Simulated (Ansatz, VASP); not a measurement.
## Mg3Zn2O3 in VASP and in Ansatz

```
Mg Zn O
1.0
    -1.46606    1.46606   11.29705
     1.46606   -1.46606   11.29705
     1.46606    1.46606  -11.29705
Mg Zn O
3 2 3
Direct
  0.00000 0.00000 0.00000
  0.40351 0.40351 0.00000
  0.59649 0.59649 0.00000
  0.78702 0.78702 0.00000
  0.21298 0.21298 0.00000
  0.90401 0.90401 0.00000
  0.09599 0.09599 0.00000
  0.50000 0.50000 0.00000
```

Alike in both runs: functional PBE; k mesh 7 × 7 × 7; occupations gaussian, width 0.2 eV; no spin polarisation.

Ansatz relaxed the structure, and its values are those at the end. VASP's run is a single point on that final structure, the one shown.

|  | VASP | Ansatz |
| --- | --- | --- |
| version | VASP 6.6.1 | Ansatz 0.2.0 |
| potentials or method | VASP PAW PBE potentials, release 64 (Mg, Zn, O), cutoff 520 eV | scalar-relativistic, plane waves, PAW |
| valence electrons in the cell | 48 | 72 |

Ansatz gave:

| Property | Result |
| --- | --- |
| gap on the k mesh at the Fermi level (eV) | none |
| pressure (GPa) | 0.0 |
| rms of the force components (eV/Å) | 0.019 |

What did VASP give for the same quantities?

gap on the k mesh at the Fermi level (eV): none; pressure (GPa): -0.3; rms of the force components (eV/Å): 0.025.

A gap of «none» marks a metal or a gap that the smearing closes. VASP's potentials hold 48 valence electrons a cell and Ansatz's 72, so a difference there can come from the potentials and not from the codes.

The k mesh is coarse, so the values compare programs but aren't converged.
